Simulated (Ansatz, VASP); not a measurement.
# One calculation of AgBr, two programs

```
Ag Br
1.0
     0.00000    2.87015    2.87015
     2.87015    0.00000    2.87015
     2.87015    2.87015    0.00000
Ag Br
1 1
Direct
  0.00000 0.00000 0.00000
  0.50000 0.50000 0.50000
```

Alike in both runs: functional PBE; k mesh 9 × 9 × 9; occupations fermi-dirac, width 0.03 eV; no spin polarisation.

Ansatz relaxed the structure, and its values are those at the end. VASP's run is a single point on that final structure, the one shown.

|  | VASP | Ansatz |
| --- | --- | --- |
| version | VASP 6.6.1 | Ansatz 0.2.0 |
| potentials or method | VASP PAW PBE potentials, release 64 (Ag, Br) | PAW with Ansatz's default frozen-core files, scalar-relativistic |
| plane-wave cutoff (eV) | 500 | 420 |
| valence electrons in the cell | 18 | 26 |

```tsv
	VASP	Ansatz	Ansatz less VASP
pressure (GPa)	2.3	2.3	+0.04
```

VASP's potentials hold 18 valence electrons a cell and Ansatz's 26, so a difference there can come from the potentials and not from the codes. Ansatz's warnings: stress scf threshold loose.
